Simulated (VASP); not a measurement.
Ba4HfTi3O12 (a cell with a defect):

```
CELL_PARAMETERS angstrom
-4.00600 4.00600 4.00600
4.00600 -4.00600 4.00600
4.00600 4.00600 -4.00600
ATOMIC_POSITIONS crystal
Ba 0.50000 0.50000 0.50000
Ba 0.00000 0.00000 0.50000
Ba 0.00000 0.50000 0.00000
Ba 0.50000 0.00000 0.00000
Hf 0.00000 0.00000 0.00000
Ti 0.50000 0.50000 0.00000
Ti 0.50000 0.00000 0.50000
Ti 0.00000 0.50000 0.50000
O 0.00000 0.25000 0.25000
O 0.50000 0.75000 0.25000
O 0.50000 0.25000 0.75000
O 0.00000 0.75000 0.75000
O 0.25000 0.00000 0.25000
O 0.75000 0.50000 0.25000
O 0.75000 0.00000 0.75000
O 0.25000 0.50000 0.75000
O 0.25000 0.25000 0.00000
O 0.75000 0.75000 0.00000
O 0.75000 0.25000 0.50000
O 0.25000 0.75000 0.50000
```

Base run:

```yaml
Program: VASP 6.6.1
Functional: PBE
Potentials_or_basis: VASP PAW PBE potentials, release 64 (Ba_sv, Hf_pv, Ti_sv, O)
Cutoff: 520 eV
k_mesh: 3 × 3 × 3
Occupations: methfessel-paxton, width 0.01 eV
Spin: no spin polarisation
```

Its results: band gap on the k mesh 2.01 eV; pressure 10.2 GPa; largest force 2.102 eV/Å.

Task: The run is repeated on the same cell with these changes: occupations from methfessel-paxton, width 0.01 eV to methfessel-paxton, width 0.15 eV; hubbard terms from none to Hf d U = 3.0 eV. What comes out?

Result: Band gap on the k mesh 2.04 eV; pressure 11.4 GPa; largest force 2.544 eV/Å.

Caveats: spin-orbit coupling is left out, which moves the levels of the heavy elements.

A k mesh can miss the band edges.
